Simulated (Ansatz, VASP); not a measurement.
One calculation of LiCl, two programs

File POSCAR:

```
LiCl
1.0
    0.0000000000      2.5560362741      2.5560362741
    2.5560362741      0.0000000000      2.5560362741
    2.5560362741      2.5560362741      0.0000000000
Li Cl
1 1
Direct
    0.0000000000      0.0000000000      0.0000000000
    0.5000000000      0.5000000000      0.5000000000
```

The input INCAR.step1:

```
PREC     = Accurate       # precision mode
ENCUT    = 520            # plane-wave cutoff, eV
EDIFF    = 1E-5           # SCF threshold, eV
ISMEAR   = 0              # smearing method
SIGMA    = 0.01           # smearing width, eV
LREAL    = F              # projectors in reciprocal space
LASPH    = T              # aspherical terms in the spheres
NELM     = 60             # most SCF steps
ALGO     = Normal         # electronic algorithm
ISIF     = 2              # what is computed and relaxed
LWAVE    = T              # write WAVECAR
LCHARG   = F              # write CHGCAR
NBANDS   = 12             # bands
GGA      = PE             # functional
```

INCAR.step2

```
PREC     = Accurate       # precision mode
ENCUT    = 520            # plane-wave cutoff, eV
EDIFF    = 1E-6           # SCF threshold, eV
ISMEAR   = 0              # smearing method
SIGMA    = 0.01           # smearing width, eV
LREAL    = F              # projectors in reciprocal space
LASPH    = T              # aspherical terms in the spheres
NELM     = 60             # most SCF steps
ALGO     = Normal         # electronic algorithm
ISIF     = 2              # what is computed and relaxed
LWAVE    = F              # write WAVECAR
LCHARG   = F              # write CHGCAR
METAGGA  = R2SCAN         # meta-GGA
LHFCALC  = T              # exact exchange
AEXX     = 0.25           # exact-exchange fraction
LMIXTAU  = T            
PRECFOCK = Normal       
NBANDS   = 12             # bands
ISTART   = 1
```

File KPOINTS:

```
Automatic mesh
0
Gamma
  6 6 6
```

Input for Ansatz:

```yaml
crystal:
  lattice:
    - [0.0, 2.5560362741, 2.5560362741]
    - [2.5560362741, 0.0, 2.5560362741]
    - [2.5560362741, 2.5560362741, 0.0]
  atoms:
    - { symbol: Li, position: [0.0, 0.0, 0.0] }
    - { symbol: Cl, position: [0.5, 0.5, 0.5] }
kpoints:
  mp_grid: { grid: [6, 6, 6] }
  band_path:
    path:
      - [0.0, 0.0, 0.0]
      - [0.5, 0.0, 0.5]
      - [0.625, 0.25, 0.625]
      - [0.375, 0.375, 0.75]
      - [0.5, 0.5, 0.5]
      - [0.5, 0.25, 0.75]
      - [-0.072917, 0.0, 0.072917]
    npoints: 1
hamiltonian:
  xc: r2scan0
scf:
  occupations: { method: fixed }
  n_extra_bands: 4
output:
  forces: true
  stress: true
  eigenvalues: true
```

Alike in both runs: task single point; functional r2SCAN0; k mesh 6 × 6 × 6; no spin polarisation.

|  | VASP | Ansatz |
| --- | --- | --- |
| version | VASP 6.6.1 | Ansatz 0.2.0 |
| potentials or method | VASP PAW PBE potentials, release 64 (Li_sv, Cl) | plane waves, PAW |
| plane-wave cutoff (eV) | 520 | 500 |
| occupations | gaussian, width 0.01 eV | fixed |
| valence electrons in the cell | 10 | 10 |

```csv
,VASP,Ansatz,Ansatz less VASP
gap on the k mesh at the Fermi level (eV),9.10,9.05,-0.050
```

VASP's potentials were made for PBE, not for r2SCAN0. Ansatz's warnings: stress exchange threshold loose, stress scf threshold loose.

Noted on VASP's run: the cutoff is under 1.25 times that of the potentials, so the pressure is a little rough.
